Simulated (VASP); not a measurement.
Set up this calculation in VASP 6.6.1, as the native input.

```yaml
Task: relaxation of cell and atoms
Functional: PBE
Potentials_or_basis: VASP PAW PBE potentials, release 64 (Sc_sv, Ga_d, S)
Cutoff: 600 eV
k_mesh: 4 × 4 × 2
Occupations: gaussian, width 0.2 eV
Spin: no spin polarisation
Dipole_correction: no
Further_INCAR_settings: ALGO = Normal; EDIFF = 1e-06; IBRION = 2; EDIFFG = -0.08; NSW = 36; ISIF = 3
```

The structure of ScGa5S lies in POSCAR:

```
ScGa5S
1.0
    4.1500000000      0.0000000000      0.0000000000
    0.0000000000      4.1500000000      0.0000000000
    0.0000000000      0.0000000000      7.4400000000
Sc Ga S
1 5 1
Direct
    0.0000000000      0.0000000000      0.5000000000
    0.0000000000      0.5000000000      0.2700000000
    0.5000000000      0.0000000000      0.2700000000
    0.0000000000      0.5000000000      0.7300000000
    0.5000000000      0.0000000000      0.7300000000
    0.5000000000      0.5000000000      0.0000000000
    0.0000000000      0.0000000000      0.0000000000
```

These files were run (other wordings do the same):

INCAR

```
ALGO     = Normal         # electronic algorithm
EDIFF    = 1E-6           # SCF threshold, eV
EDIFFG   = -0.08          # ionic threshold
ENCUT    = 600            # plane-wave cutoff, eV
GGA      = PE             # functional
IBRION   = 2              # ionic algorithm
ISIF     = 3              # what is computed and relaxed
ISMEAR   = 0              # smearing method
LASPH    = T              # aspherical terms in the spheres
LCHARG   = F              # write CHGCAR
LREAL    = F              # projectors in reciprocal space
LWAVE    = F              # write WAVECAR
NELM     = 80             # most SCF steps
NSW      = 36             # ionic steps
PREC     = Accurate       # precision mode
SIGMA    = 0.2            # smearing width, eV
```

KPOINTS

```
k-points
0
Gamma
  4 4 2
```

Potentials or basis: VASP PAW PBE potentials, release 64 (Sc_sv, Ga_d, S).

Launch:

```sh
$ cat potpaw_PBE.64/Sc_sv/POTCAR potpaw_PBE.64/Ga_d/POTCAR potpaw_PBE.64/S/POTCAR > POTCAR
$ mpirun -np 1 vasp_std > vasp.out
```

It gave:

```
Relaxed volume                        : 19.83 Å³/atom
Relaxed cell                          : a = 3.884 Å, b = 3.884 Å, c = 9.202 Å, α = 90.00°, β = 90.00°, γ = 90.00°
Space group after relaxing (to 0.1 Å) : P4/mmm (No. 123)
Energy gained by relaxing             : 112.5 meV/atom
Ionic steps                           : 13
Pressure after relaxing               : 0.3 GPa
Largest force after relaxing          : 0.013 eV/Å
Band gap on the k mesh                : zero (bands 41 and 42 overlap by 1.83 eV)
```

Caveat: the k points lie up to 0.40 Å⁻¹ apart in the final cell, too coarse for converged energies and pressures of a metal; a cell axis changed by over 15 % at a fixed basis, so the end point is rough.

It took 8.1 min on 1 thread of Intel(R) Xeon(R) 6975P-C (Granite Rapids), on a shared host, peak memory 0.32 GiB.
